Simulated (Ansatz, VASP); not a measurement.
**PbS: VASP beside Ansatz**

```
Pb S
1.0
     0.00000    2.98539    2.98539
     2.98539    0.00000    2.98539
     2.98539    2.98539    0.00000
Pb S
1 1
Direct
  0.00000 0.00000 0.00000
  0.50000 0.50000 0.50000
```

Alike in both runs: task single point; functional r2SCAN; k mesh 8 × 8 × 8; occupations fermi-dirac, width 0.05 eV; no spin polarisation.

|  | VASP | Ansatz |
| --- | --- | --- |
| version | VASP 6.6.1 | Ansatz 0.2.0 |
| potentials or method | VASP PAW PBE potentials, release 64 (Pb_d, S) | Ansatz PAW |
| plane-wave cutoff (eV) | 520 | 500 |
| valence electrons in the cell | 20 | 20 |

Ansatz gave:

```
gap on the k mesh at the Fermi level (eV) : 0.69
least direct gap on the mesh (eV)         : 0.69
pressure (GPa)                            : 0.1
```

Question: Estimate VASP's values.

Answer: gap on the k mesh at the Fermi level (eV): 0.70; least direct gap on the mesh (eV): 0.70; pressure (GPa): 0.1.

VASP's potentials were made for PBE, not for r2SCAN. With one functional, cell and mesh, what is left measures potentials, basis and numerics.

Spin-orbit coupling is off throughout.
